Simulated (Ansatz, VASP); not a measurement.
**One calculation of Cd, two programs**

The input INCAR:

```
SYSTEM = Cd
PREC = Accurate
ENCUT = 520
EDIFF = 1E-6
ISMEAR = -1
SIGMA = 0.15
LREAL = .False.
LASPH = .True.
NELM = 150
ALGO = Normal
ISIF = 2
LWAVE = .False.
LCHARG = .False.
ISPIN = 2
MAGMOM = 0.5 -0.5
LORBIT = 11
GGA = PE
NBANDS = 23
```

The input KPOINTS:

```
regular mesh
0
Gamma
  10 10 5
  0 0 0
```

Contents of POSCAR:

```
Cd
1.0
    2.9386100647      0.0000000000      0.0000000000
   -1.4693050324      2.5449109679      0.0000000000
    0.0000000000      0.0000000000      5.5417265037
Cd
2
Direct
    0.6666666667      0.3333333333      0.7500000000
    0.3333333333      0.6666666667      0.2500000000
```

File input.yaml:

```yaml
crystal:
  lattice:
    - [2.9386100647, 0.0, 0.0]
    - [-1.4693050324, 2.5449109679, 0.0]
    - [0.0, 0.0, 5.5417265037]
  atoms:
    - { symbol: Cd, position: [0.6666666667, 0.3333333333, 0.75], spin: 0.5 }
    - { symbol: Cd, position: [0.3333333333, 0.6666666667, 0.25], spin: -0.5 }
kpoints:
  mp_grid: { grid: [10, 10, 5] }
scf:
  occupations: { method: fermi_dirac, width: 0.15 }
hamiltonian:
  xc: pbe
  pseudopotentials: { kind: all_electron, lapw: { basis_error: 0.0005 } }
magnetization:
  spin_polarized: true
output:
  forces: true
  stress: true
  eigenvalues: true
```

Change from the starting cell: volume scaled by 0.96.

Alike in both runs: task single point; functional PBE; k mesh 10 × 10 × 5; occupations fermi-dirac, width 0.15 eV; collinear spin.

|  | VASP | Ansatz |
| --- | --- | --- |
| version | VASP 6.6.1 | Ansatz 0.2.0 |
| potentials or method | VASP PAW PBE potentials, release 64 (Cd), cutoff 520 eV | all-electron LAPW, scalar-relativistic |

```csv
,VASP,Ansatz,Ansatz less VASP
gap on the k mesh at the Fermi level (eV),none,none,-
pressure (GPa),6.2,5.8,-0.42
"traceless stress, the component that is largest in VASP (GPa)",-1.97,-1.80,+0.174
net moment per atom (μB),0.00,0.00,0.000
```

A gap of «none» marks a metal or a gap that the smearing closes. Ansatz ran all-electron here, and VASP with PAW potentials.
